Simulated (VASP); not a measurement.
# V (C2/c) in VASP: notebook

Runs on V. Level: RPBE. Tasks: single point.

Program: VASP 6.6.1. These are calculated values, not measurements. Logs are shortened: lines on timing, memory, paths and dates and some standing lists are left out, and cuts for length are marked.

## Step 1: The cell of the first run

The typed cell holds 2 atoms: a = 4.538 Å, b = 4.538 Å, c = 2.717 Å, α = 96.83°, β = 96.83°, γ = 149.08°.

## Step 2: Single point, RPBE (12.87 Å³/atom)

INCAR reads:

```
SYSTEM = V
  ALGO = Normal
  EDIFF = 1E-7
  ENCUT = 520
  GGA = RP
  ISIF = 2
  ISMEAR = -1
  LASPH = .True.
  LCHARG = .False.
  LREAL = .False.
  LWAVE = .False.
  NBANDS = 20
  NELM = 80
  PREC = Accurate
  SIGMA = 0.1
```

KPOINTS reads:

```
k-points
0
Gamma
  16 16 14
  0 0 0
```

POSCAR reads:

```
V
1.0
   -3.0932455061      3.0926062718      1.2098375007
    3.0926062718     -3.0932455061      1.2098375007
    1.7199401733      1.7199401733     -1.2110082594
V
2
Direct
    0.0000083952      0.9999916048      0.0000000000
    0.7499916048      0.2500083952      0.5000000000
```

Potentials or basis: VASP PAW PBE potentials, release 64 (V_sv).

Command:

```console
$ cat potpaw_PBE.64/V_sv/POTCAR > POTCAR
$ mpirun -np 1 vasp_std > vasp.out
```

OUTCAR:

```text
SYSTEM = V
   EDIFF = 1E-7
   ENCUT = 520
   GGA = RP
   ISIF = 2
   ISMEAR = -1
   LASPH = .True.
   LREAL = .False.
   NELM = 80
   PREC = Accurate

 ion  position               nearest neighbor table
   1  0.000  1.000  0.000-   2 2.57   2 2.57   2 2.57   2 2.57
   2  0.750  0.250  0.500-   1 2.57   1 2.57   1 2.57   1 2.57

  Warning from LATTYP: Got some problem with cell dimensions!
  Tried to take original basis but could not verify dimensions!
  LATTYP: Found a base centered monoclinic cell.
 ALAT       =     2.4196751703
 B/A-ratio  =     3.6154090378
 C/A-ratio  =     1.1221763818
 COS(beta)  =    -0.4447969676

  Lattice vectors:

 A1 = (   3.0932455061,  -3.0926062718,  -1.2098375007)
 A2 = (  -3.0926062718,   3.0932455061,  -1.2098375007)
 A3 = (   1.7193009390,   1.7193009390,   1.2086667420)

Analysis of symmetry for initial positions (statically):
=====================================================================
 Subroutine PRICEL returns:
 Original cell was already a primitive cell.

 Routine SETGRP: Setting up the symmetry group for a
 base centered monoclinic supercell.

 Subroutine GETGRP returns: Found  4 space group operations
 (whereof  2 operations were pure point group operations)
 out of a pool of  4 trial point group operations.

The static configuration has the point symmetry C_2 .
 The point group associated with its full space group is C_2h.

Analysis of symmetry for dynamics (positions and initial velocities):
=====================================================================
 Subroutine PRICEL returns:
 Original cell was already a primitive cell.

 Routine SETGRP: Setting up the symmetry group for a
 base centered monoclinic supercell.

 Subroutine GETGRP returns: Found  4 space group operations
 (whereof  2 operations were pure point group operations)
 out of a pool of  4 trial point group operations.

The dynamic configuration has the point symmetry C_2 .
 The point group associated with its full space group is C_2h.

 Subroutine INISYM returns: Found  4 space group operations
 (whereof  2 operations are pure point group operations),
 and found     1 'primitive' translations

----------------------------------------------------------------------------------------

                                     Primitive cell

  volume of cell :      25.7388

[... 83 lines left out ...]
   LNONCOLLINEAR =      F non collinear calculations
   LSORBIT =      F    spin-orbit coupling
   LASPH  =      T    aspherical Exc in radial PAW
   ENCUT  =  520.0 eV  38.22 Ry    6.18 a.u.   8.44  8.44  5.05*2*pi/ulx,y,z
   NELM   =     80;   NELMIN=  2; NELMDL= -5     # of ELM steps
   EDIFF  = 0.1E-06   stopping-criterion for ELM
   LREAL  =      F    real-space projection
   EDIFFG = 0.1E-05   stopping-criterion for IOM
   NSW    =      0    number of steps for IOM
   IBRION =     -1    ionic relax: 0-MD 1-quasi-New 2-CG
   NFREE  =      0    steps in history (QN), initial steepest desc. (CG)
   ISIF   =      2    stress and relaxation
   ISYM   =      2    0-nonsym 1-usesym 2-fastsym
   POTIM  = 0.5000    time-step for ionic-motion
   TEBEG  =    0.0;   TEEND  =   0.0 temperature during run
   PSTRESS=    0.0 pullay stress
   NELECT =      26.0000    total number of electrons
   NUPDOWN=      -1.0000    fix difference up-down
   EMIN   =  10.00;   EMAX   =-10.00  energy-range for DOS
   EFERMI =   0.00;   METHOD = LEGACY
   ISMEAR =    -1;   SIGMA  =   0.10  broadening in eV -4-tet -1-fermi 0-gaus
   EFERMI_NEDOS =   21; number of points for ismear=-14 and -15
   IALGO  =     38    algorithm
   IMIX   =      4    mixing-type and parameters
     AMIX     =   0.40;   BMIX     =  1.00
     AMIX_MAG =   1.60;   BMIX_MAG =  1.00
  volume/ion in A,a.u.               =      12.87        86.85
  Fermi-wavevector in a.u.,A,eV,Ry     =   1.642617  3.104096 36.711101  2.698190
  Thomas-Fermi vector in A             =   2.732889
   LORBIT       =      0    0 simple, 1 ext, 2 COOP (PROOUT), +10 PAW based schemes
   GGA     = RP    functional components
   LHFCALC =     F    Hartree Fock is set to
   AEXX    =    0.0000 exact exchange contribution
   IVDW    =     0    specifies the selected vdW correction
   LEPSILON=     F    determine dielectric tensor
   LRPA    =     F    only Hartree local field effects (RPA)
 non-spin polarized calculation
  energy-cutoff  :      520.00
  volume of cell :       25.74
 maximum number of plane-waves:       713
 NGX is ok and might be reduce to    36
   NGX = 17   NGY = 17   NGZ = 11

 number of electron      26.0000010 magnetization

 Free energy of the ion-electron system (eV)
  ---------------------------------------------------
  ext. energy  EPLUGINS =         0.00000000
  ---------------------------------------------------
  free energy    TOTEN  =       -16.75038534 eV

  energy without entropy =      -16.66608878  energy(sigma->0) =      -16.70823706

 E-fermi :  10.5712     XC(G=0): -13.0232

 val. band max:       10.5701290819   @ k =   0.2500   0.0000   0.2143
 cond. band min:      10.5719283120   @ k =  -0.0625   0.2500   0.0714
 fundamental gap:      0.0017992301
 Fermi energy:        10.5711782339

 k-point     1 :       0.0000    0.0000    0.0000
  band No.  band energies     occupation
      1     -53.4024      2.00000
      2     -53.1979      2.00000
      3     -27.6098      2.00000
      4     -26.8168      2.00000
      5     -26.6234      2.00000
      6     -26.6053      2.00000
[... 541 lines left out ...]
     19      13.4732      0.00000
     20      14.1457      0.00000

 [... further k-points ...]

------------------------ aborting loop because EDIFF is reached ----------------------------------------

  FORCE on cell =-STRESS in cart. coord.  units (eV):
  Direction    XX          YY          ZZ          XY          YZ          ZX
  --------------------------------------------------------------------------------------
  -------------------------------------------------------------------------------------
  Total        2.6652458      2.6652458      2.6449972      0.0223459      0.0059801      0.0059801
  in kB      165.9047231    165.9047231    164.6443033      1.3909762      0.3722467      0.3722454
  external PRESSURE =     165.4845832 kB  Pullay stress =       0.0000000 kB

 VOLUME and BASIS-vectors are now :
 -----------------------------------------------------------------------------
  energy-cutoff  :      520.00
  volume of cell :       25.74
      direct lattice vectors                 reciprocal lattice vectors
    -3.093245506  3.092606272  1.209837501     0.064692008  0.226351233  0.413355531
     3.092606272 -3.093245506  1.209837501     0.226351233  0.064692008  0.413355531
     1.719940173  1.719940173 -1.211008259     0.290761871  0.290761871  0.000153628

 POSITION                                       TOTAL-FORCE (eV/Angst)
 -----------------------------------------------------------------------------------
      3.09255     -3.09319      1.20984         0.002082     -0.002082      0.000000
     -0.68676      2.40606      0.60433        -0.002082      0.002082     -0.000000
 -----------------------------------------------------------------------------------
    total drift:                                0.000000      0.000000     -0.000000

  FREE ENERGIE OF THE ION-ELECTRON SYSTEM (eV)
  ---------------------------------------------------
  free  energy   TOTEN  =       -16.7503853386 eV

  energy  without entropy=      -16.6660887811  energy(sigma->0) =      -16.70823706
```

stdout:

```text
POSCAR found type information on POSCAR V
 POSCAR found :  1 types and       2 ions
 scaLAPACK will be used
 -----------------------------------------------------------------------------
|                                                                             |
|                                                                             |
|     You enforced a specific xc type in the INCAR file but a different       |
|     I HOPE YOU KNOW WHAT YOU ARE DOING!                                     |
|                                                                             |
 -----------------------------------------------------------------------------

 LDA part: xc-table for (Slater+PW92), standard interpolation
 POSCAR, INCAR and KPOINTS ok, starting setup
 FFT: planning ... GRIDC
 FFT: planning ... GRID_SOFT
 FFT: planning ... GRID
 WAVECAR not read
 entering main loop
```

Wall time 3.9 min (1 thread of Intel Xeon 6975P-C (Granite Rapids), shared host); peak memory 0.49 GiB.

Results:

```yaml
Free_energy: -16.7504 eV
Pressure: 16.5 GPa
Band_gap_on_the_k_mesh: zero (bands 13 and 14 overlap by 2.33 eV)
```

Forces in eV/Å, atoms in the order of the input:
```
V    0.002 -0.002  0.000
V   -0.002  0.002  0.000
```

Levels at points of the mesh, in eV from the Fermi level:
```tsv
k point	band 9	band 10	band 11	band 12	band 13	band 14	band 15	band 16	band 17	band 18
(0.00, 0.00, 0.00)	-6.84	-3.40	-0.69	-0.66	0.77	0.79	0.84	1.79	1.80	2.87
(0.50, 0.00, 0.00)	-3.19	-3.10	-2.45	-0.52	0.44	0.90	2.14	2.64	3.45	3.83
(0.50, 0.50, 0.00)	-4.80	-4.80	-0.77	-0.77	-0.31	-0.31	1.69	1.69	1.98	1.98
(0.00, 0.00, 0.50)	-2.65	-2.65	-1.59	-1.59	-1.01	-1.01	2.84	2.84	3.71	3.71
(0.50, 0.00, 0.50)	-3.19	-3.10	-2.45	-0.52	0.45	0.89	2.14	2.65	3.44	3.83
(0.50, 0.50, 0.50)	-3.51	-3.51	-1.75	-1.75	1.30	1.30	2.54	2.54	3.69	3.69
```

Caveat: the cell stands under pressure; the PAW data sets were made with another functional, which shifts forces and pressure a little.

## Step 3: Single point, RPBE (13.43 Å³/atom)

This run uses another cell than the first one, of 13.43 Å³/atom.

INCAR reads:

```
SYSTEM = V
ALGO     = Normal         ! electronic algorithm
EDIFF    = 1E-7           ! SCF threshold, eV
ENCUT    = 520            ! plane-wave cutoff, eV
GGA      = RP             ! functional
ISIF     = 2              ! what is computed and relaxed
ISMEAR   = -1             ! smearing method
LASPH    = .True.         ! aspherical terms in the spheres
LCHARG   = .False.        ! write CHGCAR
LREAL    = .False.        ! projectors in reciprocal space
LWAVE    = .False.        ! write WAVECAR
NBANDS   = 20             ! bands
NELM     = 60             ! most SCF steps
PREC     = Accurate       ! precision mode
SIGMA    = 0.1            ! smearing width, eV
```

KPOINTS is that of step 2.

POSCAR reads:

```
V
1.0
   -3.1374406986      3.1367923312      1.2271232290
    3.1367923312     -3.1374406986      1.2271232290
    1.7445140673      1.7445140673     -1.2283107151
V
2
Direct
    0.0000083952      0.9999916048      0.0000000000
    0.7499916048      0.2500083952      0.5000000000
```

Potentials or basis: VASP PAW PBE potentials, release 64 (V_sv).

Command:

```console
$ cat potpaw_PBE.64/V_sv/POTCAR > POTCAR
$ mpirun -np 1 vasp_std > vasp.out
```

OUTCAR:

```text
SYSTEM = V
   EDIFF = 1E-7
   ENCUT = 520
   GGA = RP
   ISIF = 2
   ISMEAR = -1
   LASPH = .True.
   LREAL = .False.
   NELM = 60
   PREC = Accurate

 ion  position               nearest neighbor table
   1  0.000  1.000  0.000-   2 2.61   2 2.61   2 2.61   2 2.61
   2  0.750  0.250  0.500-   1 2.61   1 2.61   1 2.61   1 2.61

  Warning from LATTYP: Got some problem with cell dimensions!
  Tried to take original basis but could not verify dimensions!
  LATTYP: Found a base centered monoclinic cell.
 ALAT       =     2.4542466293
 B/A-ratio  =     3.6154090377
 C/A-ratio  =     1.1221763818
 COS(beta)  =    -0.4447969676

  Lattice vectors:

 A1 = (   3.1374406986,  -3.1367923312,  -1.2271232290)
 A2 = (  -3.1367923312,   3.1374406986,  -1.2271232290)
 A3 = (   1.7438656999,   1.7438656999,   1.2259357429)

Analysis of symmetry for initial positions (statically):
=====================================================================
 Subroutine PRICEL returns:
 Original cell was already a primitive cell.

 Routine SETGRP: Setting up the symmetry group for a
 base centered monoclinic supercell.

 Subroutine GETGRP returns: Found  4 space group operations
 (whereof  2 operations were pure point group operations)
 out of a pool of  4 trial point group operations.

The static configuration has the point symmetry C_2 .
 The point group associated with its full space group is C_2h.

Analysis of symmetry for dynamics (positions and initial velocities):
=====================================================================
 Subroutine PRICEL returns:
 Original cell was already a primitive cell.

 Routine SETGRP: Setting up the symmetry group for a
 base centered monoclinic supercell.

 Subroutine GETGRP returns: Found  4 space group operations
 (whereof  2 operations were pure point group operations)
 out of a pool of  4 trial point group operations.
[... 115 lines left out ...]
   EMIN   =  10.00;   EMAX   =-10.00  energy-range for DOS
   EFERMI =   0.00;   METHOD = LEGACY
   ISMEAR =    -1;   SIGMA  =   0.10  broadening in eV -4-tet -1-fermi 0-gaus
   EFERMI_NEDOS =   21; number of points for ismear=-14 and -15
   IALGO  =     38    algorithm
   IMIX   =      4    mixing-type and parameters
     AMIX     =   0.40;   BMIX     =  1.00
     AMIX_MAG =   1.60;   BMIX_MAG =  1.00
  volume/ion in A,a.u.               =      13.43        90.62
  Fermi-wavevector in a.u.,A,eV,Ry     =   1.619478  3.060370 35.684132  2.622710
  Thomas-Fermi vector in A             =   2.713573
   LORBIT       =      0    0 simple, 1 ext, 2 COOP (PROOUT), +10 PAW based schemes
   GGA     = RP    functional components
   LHFCALC =     F    Hartree Fock is set to
   AEXX    =    0.0000 exact exchange contribution
   IVDW    =     0    specifies the selected vdW correction
   LEPSILON=     F    determine dielectric tensor
   LRPA    =     F    only Hartree local field effects (RPA)
 non-spin polarized calculation
  energy-cutoff  :      520.00
  volume of cell :       26.86
 maximum number of plane-waves:       742
 NGX is ok and might be reduce to    36
   NGX = 17   NGY = 17   NGZ = 11

 number of electron      26.0000012 magnetization

 Free energy of the ion-electron system (eV)
  ---------------------------------------------------
  ext. energy  EPLUGINS =         0.00000000
  ---------------------------------------------------
  free energy    TOTEN  =       -16.83423105 eV

  energy without entropy =      -16.74474270  energy(sigma->0) =      -16.78948687

 E-fermi :  10.0178     XC(G=0): -12.7899

 val. band max:       10.0163894405   @ k =  -0.1250   0.3750   0.3571
 cond. band min:      10.0185408192   @ k =  -0.4375   0.4375   0.3571
 fundamental gap:      0.0021513786
 Fermi energy:        10.0178051942

 k-point     1 :       0.0000    0.0000    0.0000
  band No.  band energies     occupation
      1     -53.9895      2.00000
      2     -53.8167      2.00000
      3     -28.1426      2.00000
      4     -27.4515      2.00000
      5     -27.2813      2.00000
      6     -27.2647      2.00000
[... 541 lines left out ...]
     19      12.7842      0.00000
     20      13.4065      0.00000

 [... further k-points ...]

------------------------ aborting loop because EDIFF is reached ----------------------------------------

  FORCE on cell =-STRESS in cart. coord.  units (eV):
  Direction    XX          YY          ZZ          XY          YZ          ZX
  --------------------------------------------------------------------------------------
  -------------------------------------------------------------------------------------
  Total        1.2705565      1.2705565      1.2746207     -0.0010986      0.0057755      0.0057756
  in kB       75.7935201     75.7935201     76.0359598     -0.0655371      0.3445323      0.3445339
  external PRESSURE =      75.8743334 kB  Pullay stress =       0.0000000 kB

 VOLUME and BASIS-vectors are now :
 -----------------------------------------------------------------------------
  energy-cutoff  :      520.00
  volume of cell :       26.86
      direct lattice vectors                 reciprocal lattice vectors
    -3.137440699  3.136792331  1.227123229     0.063780732  0.223162762  0.407532846
     3.136792331 -3.137440699  1.227123229     0.223162762  0.063780732  0.407532846
     1.744514067  1.744514067 -1.228310715     0.286666088  0.286666088  0.000151464

 POSITION                                       TOTAL-FORCE (eV/Angst)
 -----------------------------------------------------------------------------------
      3.13674     -3.13739      1.22712         0.001720     -0.001720     -0.000000
     -0.69657      2.44044      0.61297        -0.001720      0.001720      0.000000
 -----------------------------------------------------------------------------------
    total drift:                                0.000000      0.000000     -0.000000

  FREE ENERGIE OF THE ION-ELECTRON SYSTEM (eV)
  ---------------------------------------------------
  free  energy   TOTEN  =       -16.8342310481 eV

  energy  without entropy=      -16.7447426951  energy(sigma->0) =      -16.78948687
```

OSZICAR:

```text
N       E                     dE             d eps       ncg     rms          rms(c)
DAV:   1     0.296112519797E+03    0.29611E+03   -0.15098E+04 38504   0.152E+03
DAV:   2    -0.107210968421E+02   -0.30683E+03   -0.30076E+03 39588   0.480E+02
DAV:   3    -0.192118142355E+02   -0.84907E+01   -0.83195E+01 41840   0.940E+01
DAV:   4    -0.192996050220E+02   -0.87791E-01   -0.87646E-01 39092   0.968E+00
DAV:   5    -0.193006897373E+02   -0.10847E-02   -0.10847E-02 40800   0.110E+00    0.254E+01
DAV:   6    -0.168765650801E+02    0.24241E+01   -0.10121E+01 38784   0.331E+01    0.295E+00
DAV:   7    -0.168461454737E+02    0.30420E-01   -0.10390E-01 39880   0.299E+00    0.137E+00
DAV:   8    -0.168341955019E+02    0.11950E-01   -0.14425E-02 44232   0.145E+00    0.167E-01
DAV:   9    -0.168342201404E+02   -0.24639E-04   -0.69765E-04 39776   0.285E-01    0.534E-02
DAV:  10    -0.168342374010E+02   -0.17261E-04   -0.60522E-05 46280   0.843E-02    0.145E-02
DAV:  11    -0.168342321087E+02    0.52923E-05   -0.33900E-06 39528   0.216E-02    0.246E-03
DAV:  12    -0.168342309576E+02    0.11511E-05   -0.12212E-07 21816   0.413E-03    0.733E-04
DAV:  13    -0.168342310481E+02   -0.90529E-07   -0.15291E-08 19432   0.161E-03
   1 F= -.16834231E+02 E0= -.16789487E+02  d E =-.894884E-01
```

Run time: 3.8 min. Hardware: 1 thread of Intel Xeon 6975P-C (Granite Rapids), shared host; peak memory 0.5 GiB.

What came out:

- Free energy: -16.8342 eV
- Pressure: 7.6 GPa
- Band gap on the k mesh: zero (bands 13 and 14 overlap by 2.15 eV)

Forces in eV/Å, atoms in the order of the input:
```
V    0.002 -0.002  0.000
V   -0.002  0.002  0.000
```

Levels at points of the mesh, in eV from the Fermi level:
```
           k point  band 11  band 12  band 13  band 14  band 15  band 16
(0.00, 0.00, 0.00)    -0.64    -0.61     0.72     0.75     0.77     1.72
(0.50, 0.00, 0.00)    -2.30    -0.48     0.44     0.80     2.03     2.52
(0.50, 0.50, 0.00)    -0.73    -0.72    -0.27    -0.27     1.61     1.61
(0.00, 0.00, 0.50)    -1.50    -1.50    -0.99    -0.99     2.71     2.71
(0.50, 0.00, 0.50)    -2.30    -0.48     0.45     0.80     2.03     2.52
(0.50, 0.50, 0.50)    -1.65    -1.65     1.16     1.16     2.43     2.43
```

Caveat: the cell stands under pressure; the PAW data sets were made with another functional, which shifts forces and pressure a little.
